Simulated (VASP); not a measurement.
Runs of VASP 6.6.1 on KMgF3 (cubic perovskite). The structure is that of space group Pm-3m (No. 221), or close to it. The cells are those of the table. 

```tsv
cell	gap on the mesh (eV)	pressure (GPa)
a = 3.780 Å, 5 atoms	8.29	10.0
a = 3.853 Å, 5 atoms	7.77	3.1
a = 3.924 Å, 5 atoms	(a)	-1.9
a = 3.979 Å, 5 atoms	(b)	-4.9
a = 3.703 Å, 5 atoms	8.87	19.4
```

Alike in all rows: task single point; level LDA; potentials or basis VASP PAW LDA potentials, release 64 (K_sv, Mg, F); no spin polarisation; k mesh 6 × 6 × 6; cutoff (eV) 520; smearing gaussian 0.01 eV.

**Question.** Estimate the missing entries.

**Answer.** (a) 7.32; (b) 6.99.

A k mesh can miss the band edges.
